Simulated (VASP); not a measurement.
**Ta2N: single point with PBE**

The system is Ta2N.

```
Ta N
1.0
     5.31407    0.00000    0.00000
    -2.65704    4.60212    0.00000
     0.00000    0.00000    4.95565
Ta N
6 3
Cartesian
  1.8662 3.2323 3.7309
  -0.7909 1.3698 3.7309
  1.5817 0.0000 3.7309
  0.7909 1.3698 1.2248
  -1.8662 3.2323 1.2248
  3.7324 0.0000 1.2248
  2.6570 1.5340 2.4778
  0.0000 3.0681 2.4778
  0.0000 0.0000 0.0000
```

This cell differs from its parent crystal: atoms shifted along a free coordinate, c/a of the conventional cell at fixed volume 0.9326.

```yaml
Program: VASP 6.6.1
Task: single point
Functional: PBE
Potentials_or_basis: VASP PAW PBE potentials, release 64 (Ta_pv, N)
Cutoff: 520 eV
k_mesh: 9 × 9 × 8
Occupations: gaussian, width 0.15 eV
Spin: no spin polarisation
```

```
Pressure               : 13.4 GPa
Largest force          : 6.146 eV/Å
Band gap on the k mesh : zero (an odd number of electrons rules out a gap without spin polarisation)
```

Forces in eV/Å, atoms in the order of the input:
```
Ta  -2.874 -4.978 -2.176
Ta  -2.874  4.978 -2.176
Ta   5.748  0.000 -2.176
Ta   2.874  4.978  2.176
Ta   2.874 -4.978  2.176
Ta  -5.748  0.000  2.176
N    0.000  0.000  0.000
N    0.000  0.000  0.000
N    0.000  0.000  0.000
```

Stress tensor (GPa, compression positive):
```
15.15  0.00  0.00
 0.00 15.15  0.00
 0.00  0.00  9.90
```

Levels at points of the mesh, in eV from the Fermi level:
```tsv
k point	band 39	band 40	band 41	band 42	band 43	band 44
(0.00, 0.00, 0.00)	-0.21	-0.01	-0.01	0.14	0.14	1.19
(0.00, 0.00, 0.50)	-1.07	-1.07	-1.07	0.06	0.06	1.91
```

Wall time 3.8 min on 1 thread of Intel(R) Xeon(R) 6975P-C (Granite Rapids), with other jobs on the host, peak memory 0.48 GiB.

Caveat: the stress differs along the axes, from 10 to 15 GPa; spin-orbit coupling is left out, which moves the levels of the heavy elements; forces of over 1 eV/Å act on the atoms, so gaps and moduli don't describe the material at rest.
